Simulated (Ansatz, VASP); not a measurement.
## Sc in VASP and in Ansatz

File INCAR:

```
SYSTEM = Sc
ALGO = Fast
EDIFF = 1E-6
ENCUT = 520
GGA = PE
ISIF = 2
ISMEAR = 0
LASPH = .True.
LCHARG = .True.
LELF = .True.
LREAL = .False.
LVHAR = .True.
LWAVE = .False.
NBANDS = 18
NELM = 60
PREC = Accurate
SIGMA = 0.15
```

The input KPOINTS:

```
k-points
0
Gamma
  18 18 10
  0 0 0
```

POSCAR

```
Sc
1.0
    3.3418858762      0.0000000000      0.0000000000
   -1.6709429381      2.8368480047      0.0000000000
    0.0000000000      0.0000000000      5.2680000000
Sc
2
Direct
    0.3333333333      0.6666666667      0.2500000000
    0.6666666667      0.3333333333      0.7500000000
```

Input for Ansatz:

```yaml
crystal:
  lattice:
    - [3.3418858762, 0.0, 0.0]
    - [-1.6709429381, 2.8368480047, 0.0]
    - [0.0, 0.0, 5.268]
  atoms:
    - { symbol: Sc, position: [0.3333333333, 0.6666666667, 0.25] }
    - { symbol: Sc, position: [0.6666666667, 0.3333333333, 0.75] }
basis:
  ecutwfc: 420
kpoints:
  mp_grid: { grid: [18, 18, 10] }
hamiltonian:
  xc: pbe
scf:
  occupations: { method: gaussian, width: 0.15 }
output:
  forces: true
  stress: true
  eigenvalues: true
```

Change from the starting cell: strain +0.0100 x Voigt [1, -1, 0, 0, 0, 0], atoms carried along.

Alike in both runs: task single point; functional PBE; k mesh 18 × 18 × 10; occupations gaussian, width 0.15 eV; no spin polarisation.

|  | VASP | Ansatz |
| --- | --- | --- |
| version | VASP 6.6.1 | Ansatz 0.2.0 |
| potentials or method | VASP PAW PBE potentials, release 64 (Sc_sv), cutoff 520 eV | scalar-relativistic, plane waves, PAW |
| valence electrons in the cell | 22 | 22 |

```tsv
	VASP	Ansatz	Ansatz less VASP
gap on the k mesh at the Fermi level (eV)	none	none	-
pressure (GPa)	-0.6	-0.6	-0.05
traceless stress, the component that is largest in VASP (GPa)	1.24	1.24	0.000
rms of the force components (eV/Å)	0.018	0.018	-0.0002
```

Atom by atom the forces differ by 0.000 eV/Å (rms over components). A gap of «none» marks a metal or a gap that the smearing closes. The functional is the same, so the differences come from potentials, cutoffs and numerics.
